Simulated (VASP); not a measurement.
# SnSe (Pm-3m) in VASP: further runs

Aim: see how the results for SnSe move with the level of theory and the settings. Levels: PBE, r2SCAN. Tasks: relaxation of cell and atoms.

Program: VASP 6.6.1. These are calculated values, not measurements. Logs are shortened: lines on timing, memory, paths and dates and some standing lists are left out, and cuts for length are marked.

### Step 1. The cell of the first run

Symmetry: Pm-3m, No. 221, cubic system. The conventional cell has a = 3.310 Å, b = 3.310 Å, c = 3.310 Å, α = 90.00°, β = 90.00°, γ = 90.00°. Within 3.8 Å of Sn (site symmetry m-3m) lie 8 Se at 2.87 Å and 6 Sn at 3.31 Å. Within 3.8 Å of Se (site symmetry m-3m) lie 8 Sn at 2.87 Å and 6 Se at 3.31 Å.

### Step 2. Relaxation of cell and atoms, PBE

File INCAR:

```
PREC = Accurate
ENCUT = 600
EDIFF = 1E-7
ISMEAR = -1
SIGMA = 0.02
LREAL = False
LASPH = True
NELM = 60
ALGO = Normal
ISIF = 3
LWAVE = False
LCHARG = False
GGA = PE
IBRION = 2
NSW = 80
EDIFFG = -0.005
```

File KPOINTS:

```
Automatic mesh
0
Gamma
  8 8 8
```

File POSCAR:

```
SnSe
1.0
    3.3101765693      0.0000000000      0.0000000000
    0.0000000000      3.3101765693      0.0000000000
    0.0000000000      0.0000000000      3.3101765693
Sn Se
1 1
Direct
    0.0000000000      0.0000000000      0.0000000000
    0.5000000000      0.5000000000      0.5000000000
```

Potentials or basis: VASP PAW PBE potentials, release 64 (Sn_d, Se).

The run is started by

```sh
$ cat potpaw_PBE.64/Sn_d/POTCAR potpaw_PBE.64/Se/POTCAR > POTCAR
$ mpirun -np 1 vasp_std > vasp.out
```

OUTCAR:

```text
PREC = Accurate
   ENCUT = 600
   EDIFF = 1E-7
   ISMEAR = -1
   LREAL = False
   LASPH = True
   NELM = 60
   ISIF = 3
   GGA = PE
   IBRION = 2
   NSW = 80
   EDIFFG = -0.005

 ion  position               nearest neighbor table
   1  0.000  0.000  0.000-   2 2.87   2 2.87   2 2.87   2 2.87   2 2.87   2 2.87   2 2.87   2 2.87

   2  0.500  0.500  0.500-   1 2.87   1 2.87   1 2.87   1 2.87   1 2.87   1 2.87   1 2.87   1 2.87

  LATTYP: Found a simple cubic cell.
 ALAT       =     3.3101765693

  Lattice vectors:

 A1 = (   3.3101765693,   0.0000000000,   0.0000000000)
 A2 = (   0.0000000000,   3.3101765693,   0.0000000000)
 A3 = (   0.0000000000,   0.0000000000,   3.3101765693)

Analysis of symmetry for initial positions (statically):
=====================================================================
 Subroutine PRICEL returns:
 Original cell was already a primitive cell.

 Routine SETGRP: Setting up the symmetry group for a
 simple cubic supercell.

 Subroutine GETGRP returns: Found 48 space group operations
 (whereof 48 operations were pure point group operations)
 out of a pool of 48 trial point group operations.

The static configuration has the point symmetry O_h .

Analysis of symmetry for dynamics (positions and initial velocities):
=====================================================================
 Subroutine PRICEL returns:
 Original cell was already a primitive cell.

 Routine SETGRP: Setting up the symmetry group for a
 simple cubic supercell.

 Subroutine GETGRP returns: Found 48 space group operations
 (whereof 48 operations were pure point group operations)
 out of a pool of 48 trial point group operations.

The dynamic configuration has the point symmetry O_h .

 Subroutine INISYM returns: Found 48 space group operations
 (whereof 48 operations are pure point group operations),
 and found     1 'primitive' translations

----------------------------------------------------------------------------------------

                                     Primitive cell

  volume of cell :      36.2705

  direct lattice vectors                    reciprocal lattice vectors
     3.310176569  0.000000000  0.000000000     0.302098688  0.000000000  0.000000000
     0.000000000  3.310176569  0.000000000     0.000000000  0.302098688  0.000000000
     0.000000000  0.000000000  3.310176569     0.000000000  0.000000000  0.302098688

  length of vectors
     3.310176569  3.310176569  3.310176569     0.302098688  0.302098688  0.302098688

  position of ions in fractional coordinates (direct lattice)
     0.000000000  0.000000000  0.000000000
     0.500000000  0.500000000  0.500000000

  ion indices of the primitive-cell ions
   primitive index   ion index
                 1           1
                 2           2

----------------------------------------------------------------------------------------

 KPOINTS: Automatic mesh

Automatic generation of k-mesh.
 Grid dimensions read from file:
 generate k-points for:    8    8    8

 Generating k-lattice:

  Cartesian coordinates                     Fractional coordinates (reciprocal lattice)
     0.037762336  0.000000000  0.000000000     0.125000000  0.000000000  0.000000000
     0.000000000  0.037762336  0.000000000     0.000000000  0.125000000  0.000000000
     0.000000000  0.000000000  0.037762336     0.000000000  0.000000000  0.125000000

  Length of vectors
     0.037762336  0.037762336  0.037762336

  Shift w.r.t. Gamma in fractional coordinates (k-lattice)
     0.000000000  0.000000000  0.000000000

 Subroutine IBZKPT returns following result:
 ===========================================

 Found     35 irreducible k-points:

 Following reciprocal coordinates:
            Coordinates               Weight
  0.000000  0.000000  0.000000      1.000000
  0.125000  0.000000  0.000000      6.000000
  0.250000  0.000000  0.000000      6.000000
  0.375000  0.000000  0.000000      6.000000
  0.500000  0.000000  0.000000      3.000000
  0.125000  0.125000  0.000000     12.000000
[... 16 lines left out ...]
  0.375000  0.375000  0.125000     24.000000
  0.500000  0.375000  0.125000     24.000000
 [... further k-points ...]
   k-points           NKPTS =     35   k-points in BZ     NKDIM =     35   number of bands    NBANDS=     14
   number of dos      NEDOS =    301   number of ions     NIONS =      2
   total plane-waves  NPLWV =  21952
   dimension x,y,z NGX =    28 NGY =   28 NGZ =   28
   dimension x,y,z NGXF=    56 NGYF=   56 NGZF=   56
   ions per type =               1   1
   NGX,Y,Z   is equivalent  to a cutoff of  14.06, 14.06, 14.06 a.u.
   NGXF,Y,Z  is equivalent  to a cutoff of  28.12, 28.12, 28.12 a.u.
 SYSTEM =  unknown system
   PREC   = accura    normal or accurate (medium, high low for compatibility)
   ISTART =      0    job   : 0-new  1-cont  2-samecut
   ICHARG =      2    charge: 1-file 2-atom 10-const
   ISPIN  =      1    spin polarized calculation?
   LNONCOLLINEAR =      F non collinear calculations
   LSORBIT =      F    spin-orbit coupling
   LASPH  =      T    aspherical Exc in radial PAW
   ENCUT  =  600.0 eV  44.10 Ry    6.64 a.u.   6.61  6.61  6.61*2*pi/ulx,y,z
   NELM   =     60;   NELMIN=  2; NELMDL= -5     # of ELM steps
   EDIFF  = 0.1E-06   stopping-criterion for ELM
   LREAL  =      F    real-space projection
   EDIFFG = -.5E-02   stopping-criterion for IOM
   NSW    =     80    number of steps for IOM
   IBRION =      2    ionic relax: 0-MD 1-quasi-New 2-CG
   NFREE  =      1    steps in history (QN), initial steepest desc. (CG)
   ISIF   =      3    stress and relaxation
   ISYM   =      2    0-nonsym 1-usesym 2-fastsym
   POTIM  = 0.5000    time-step for ionic-motion
   TEBEG  =    0.0;   TEEND  =   0.0 temperature during run
   PSTRESS=    0.0 pullay stress
   NELECT =      20.0000    total number of electrons
   NUPDOWN=      -1.0000    fix difference up-down
   EMIN   =  10.00;   EMAX   =-10.00  energy-range for DOS
   EFERMI =   0.00;   METHOD = LEGACY
   ISMEAR =    -1;   SIGMA  =   0.02  broadening in eV -4-tet -1-fermi 0-gaus
   EFERMI_NEDOS =   21; number of points for ismear=-14 and -15
   IALGO  =     38    algorithm
   IMIX   =      4    mixing-type and parameters
     AMIX     =   0.40;   BMIX     =  1.00
     AMIX_MAG =   1.60;   BMIX_MAG =  1.00
  volume/ion in A,a.u.               =      18.14       122.38
  Fermi-wavevector in a.u.,A,eV,Ry     =   1.342457  2.536876 24.520289  1.802190
  Thomas-Fermi vector in A             =   2.470609
   LORBIT       =      0    0 simple, 1 ext, 2 COOP (PROOUT), +10 PAW based schemes
   GGA     = PE    functional components
   LHFCALC =     F    Hartree Fock is set to
   AEXX    =    0.0000 exact exchange contribution
   IVDW    =     0    specifies the selected vdW correction
   LEPSILON=     F    determine dielectric tensor
   LRPA    =     F    only Hartree local field effects (RPA)
 conjugate gradient relaxation of ions
 non-spin polarized calculation
  energy-cutoff  :      600.00
  volume of cell :       36.27
 maximum number of plane-waves:      1231
 NGX is ok and might be reduce to    28
   NGX = 13   NGY = 13   NGZ = 13

--------------------------------------- Ionic step        1  -------------------------------------------

 number of electron      20.0000005 magnetization

 Free energy of the ion-electron system (eV)
  ---------------------------------------------------
  ext. energy  EPLUGINS =         0.00000000
  ---------------------------------------------------
  free energy    TOTEN  =        -6.69951841 eV

  energy without entropy =       -6.69755254  energy(sigma->0) =       -6.69853548

 E-fermi :  10.8043     XC(G=0): -11.7382

 val. band max:       10.7900023268   @ k =   0.2500   0.2500   0.0000
 cond. band min:      10.8345556785   @ k =   0.2500   0.2500   0.1250
 fundamental gap:      0.0445533518
 Fermi energy:        10.8042554483

 k-point     1 :       0.0000    0.0000    0.0000
  band No.  band energies     occupation
      1     -11.3081      2.00000
      2     -11.3081      2.00000
      3     -11.1075      2.00000
      4     -11.1075      2.00000
      5     -11.1075      2.00000
      6      -5.9240      2.00000
      7       5.8037      2.00000
      8       7.5916      2.00000
      9       7.5916      2.00000
     10       7.5916      2.00000
     11      14.0995      0.00000
     12      14.0995      0.00000
     13      19.1535      0.00000
     14      19.1535      0.00000
[... 377 lines left out ...]
      1     -11.2856      2.00000
      2     -11.1938      2.00000
      3     -11.1775      2.00000
      4     -11.1654      2.00000
      5     -11.0488      2.00000
      6      -2.7290      2.00000
      7       2.1366      2.00000
      8       4.0337      2.00000
      9       5.7563      2.00000
     10       9.0299      2.00000
     11      13.0990      0.00000
     12      14.2084      0.00000
     13      16.1467      0.00000
     14      18.7673      0.00000

 [... further k-points ...]
[... 5 lines left out ...]
  --------------------------------------------------------------------------------------
  -------------------------------------------------------------------------------------
  Total        7.1977244      7.1977244      7.1977244      0.0000000     -0.0000000      0.0000000
  in kB      317.9452319    317.9452319    317.9452319      0.0000000     -0.0000000      0.0000000
  external PRESSURE =     317.9452319 kB  Pullay stress =       0.0000000 kB
[... 23 lines left out ...]
--------------------------------------- Ionic step        2  -------------------------------------------

 number of electron      19.9999993 magnetization

 E-fermi :   4.4391     XC(G=0):  -9.4334

 val. band max:        4.4050373551   @ k =   0.5000   0.0000   0.0000
 cond. band min:       4.4993363962   @ k =   0.2500   0.1250   0.1250
 fundamental gap:      0.0942990410
 Fermi energy:         4.4390514348

 k-point     1 :       0.0000    0.0000    0.0000
  band No.  band energies     occupation
      1     -17.2222      2.00000
      2     -17.2222      2.00000
      3     -17.1773      2.00000
      4     -17.1773      2.00000
      5     -17.1773      2.00000
      6      -8.2037      2.00000
      7      -1.6103      2.00000
      8       3.0340      2.00000
      9       3.0340      2.00000
     10       3.0340      2.00000
     11       9.1792      0.00000
     12       9.1792      0.00000
     13       9.4305      0.00000
     14       9.4305      0.00000
[... 377 lines left out ...]
      1     -17.2014      2.00000
      2     -17.1982      2.00000
      3     -17.1875      2.00000
      4     -17.1859      2.00000
      5     -17.1757      2.00000
      6      -7.1464      2.00000
      7      -1.8178      2.00000
      8       0.9058      2.00000
      9       1.2630      2.00000
     10       3.8377      2.00000
     11       6.5873      0.00000
     12       7.1929      0.00000
     13       8.1098      0.00000
     14      11.6218      0.00000

 [... further k-points ...]
[... 5 lines left out ...]
  --------------------------------------------------------------------------------------
  -------------------------------------------------------------------------------------
  Total       -2.1020886     -2.1020886     -2.1020886     -0.0000000     -0.0000000     -0.0000000
  in kB      -57.4416739    -57.4416739    -57.4416739     -0.0000000     -0.0000000     -0.0000000
  external PRESSURE =     -57.4416739 kB  Pullay stress =       0.0000000 kB
[... 53 lines left out ...]
  FREE ENERGIE OF THE ION-ELECTRON SYSTEM (eV)
  ---------------------------------------------------
  free  energy   TOTEN  =        -7.7082218111 eV

  energy  without entropy=       -7.7068688300  energy(sigma->0) =       -7.70754532

[... ionic steps 4 to 17 ...]

--------------------------------------- Ionic step       18  -------------------------------------------

 number of electron      19.9999995 magnetization

------------------------ aborting loop because EDIFF is reached ----------------------------------------
[... 67 lines left out ...]
--------------------------------------- Ionic step       20  -------------------------------------------

 number of electron      19.9999996 magnetization

 Free energy of the ion-electron system (eV)
  ---------------------------------------------------
  ext. energy  EPLUGINS =         0.00000000
  ---------------------------------------------------
  free energy    TOTEN  =        -7.70915689 eV

  energy without entropy =       -7.70777730  energy(sigma->0) =       -7.70846709

 E-fermi :   6.0731     XC(G=0): -10.1467

 val. band max:        6.0609504213   @ k =   0.3750   0.1250   0.0000
 cond. band min:       6.2667328942   @ k =   0.3750   0.3750   0.3750
 fundamental gap:      0.2057824729
 Fermi energy:         6.0731203662

 k-point     1 :       0.0000    0.0000    0.0000
  band No.  band energies     occupation
      1     -15.4704      2.00000
      2     -15.4704      2.00000
      3     -15.3974      2.00000
      4     -15.3974      2.00000
      5     -15.3974      2.00000
      6      -7.4801      2.00000
      7       0.3717      2.00000
      8       4.3051      2.00000
      9       4.3051      2.00000
     10       4.3051      2.00000
     11      10.5555      0.00000
     12      10.5555      0.00000
     13      12.1247      0.00000
     14      12.1247      0.00000
[... 377 lines left out ...]
      1     -15.4403      2.00000
      2     -15.4329      2.00000
      3     -15.4171      2.00000
      4     -15.4138      2.00000
      5     -15.3864      2.00000
      6      -5.8937      2.00000
      7      -0.5143      2.00000
      8       1.7563      2.00000
      9       2.4070      2.00000
     10       5.2743      2.00000
     11       8.4393      0.00000
     12       9.2173      0.00000
     13      10.3851      0.00000
     14      13.6365      0.00000

 [... further k-points ...]
[... 5 lines left out ...]
  --------------------------------------------------------------------------------------
  -------------------------------------------------------------------------------------
  Total       -0.0094066     -0.0094066     -0.0094066     -0.0000000     -0.0000000      0.0000000
  in kB       -0.3007373     -0.3007373     -0.3007373     -0.0000000     -0.0000000      0.0000000
  external PRESSURE =      -0.3007373 kB  Pullay stress =       0.0000000 kB
[... 17 lines left out ...]
  FREE ENERGIE OF THE ION-ELECTRON SYSTEM (eV)
  ---------------------------------------------------
  free  energy   TOTEN  =        -7.7091568866 eV

  energy  without entropy=       -7.7077773003  energy(sigma->0) =       -7.70846709

 reached required accuracy - stopping structural energy minimisation
```

It took 3.5 min on 1 thread of AMD EPYC 7R43 (Zen 3), shared host; peak memory 0.14 GiB.

What came out:

```yaml
Free_energy: -7.7092 eV
Relaxed_volume: 25.06 Å³/atom
Relaxed_cell: a = 3.687 Å, b = 3.687 Å, c = 3.687 Å, α = 90.00°, β = 90.00°, γ = 90.00°
Space_group_after_relaxing_to_0.05_Å: Pm-3m (No. 221)
Energy_gained_by_relaxing: 504.8 meV/atom
Ionic_steps: 20
Pressure_after_relaxing: 0.0 GPa
Band_gap_on_the_k_mesh: zero (band 10 reaches 6.36 eV, above the bottom of band 11 at 5.09 eV)
```

The path:
| step | energy change (eV) | largest force (eV/Å) | pressure (GPa) | volume (Å³) |
| --- | --- | --- | --- | --- |
| 1 | 0.0000 | 0.0000 | 31.79 | 36.27 |
| 2 | -0.8341 | 0.0000 | -5.74 | 58.63 |
| 3 | -1.0087 | 0.0000 | 0.59 | 49.57 |
| 4 | -1.0095 | 0.0000 | -0.18 | 50.25 |
| 5 | -1.0096 | 0.0000 | 0.16 | 49.94 |
| 6 | -1.0096 | 0.0000 | 0.17 | 49.94 |
| 7 | -1.0096 | 0.0000 | 0.15 | 49.95 |
| 8 | -1.0096 | 0.0000 | 0.15 | 49.95 |
| 9 | -1.0096 | 0.0000 | 0.15 | 49.95 |
| 10 | -1.0096 | 0.0000 | 0.15 | 49.95 |
| 11 | -1.0096 | 0.0000 | 0.15 | 49.95 |
| 12 | -1.0096 | 0.0000 | 0.16 | 49.95 |
| 13 | -1.0096 | 0.0000 | 0.16 | 49.95 |
| 14 | -1.0096 | 0.0000 | 0.16 | 49.95 |
| 15 | -1.0096 | 0.0000 | 0.15 | 49.95 |
| 16 | -1.0096 | 0.0000 | 0.14 | 49.96 |
| 17 | -1.0096 | 0.0000 | 0.13 | 49.97 |
| 18 | -1.0096 | 0.0000 | 0.11 | 49.99 |
| 19 | -1.0096 | 0.0000 | 0.06 | 50.03 |
| 20 | -1.0096 | 0.0000 | -0.03 | 50.11 |

Final structure:
```
CELL_PARAMETERS angstrom
3.68682 0.00000 0.00000
0.00000 3.68682 0.00000
0.00000 0.00000 3.68682
ATOMIC_POSITIONS crystal
Sn 0.00000 0.00000 0.00000
Se 0.50000 0.50000 0.50000
```

Levels at points of the mesh, in eV from the Fermi level:
| k point | band 8 | band 9 | band 10 | band 11 | band 12 | band 13 |
| --- | --- | --- | --- | --- | --- | --- |
| (0.00, 0.00, 0.00) | -1.77 | -1.77 | -1.77 | 4.48 | 4.48 | 6.05 |
| (0.50, 0.00, 0.00) | -0.51 | -0.51 | -0.04 | 0.45 | 3.15 | 3.15 |
| (0.50, 0.50, 0.00) | -4.85 | -4.85 | -0.10 | 4.13 | 4.13 | 4.76 |
| (0.50, 0.50, 0.50) | -2.88 | -2.88 | -2.88 | -0.98 | -0.98 | -0.98 |

Caveat: the volume moved by over 15 % at a fixed basis, so the end points are rough; spin-orbit coupling is left out, which moves the levels of the heavy elements.

(Continued in part 2 of 2.)
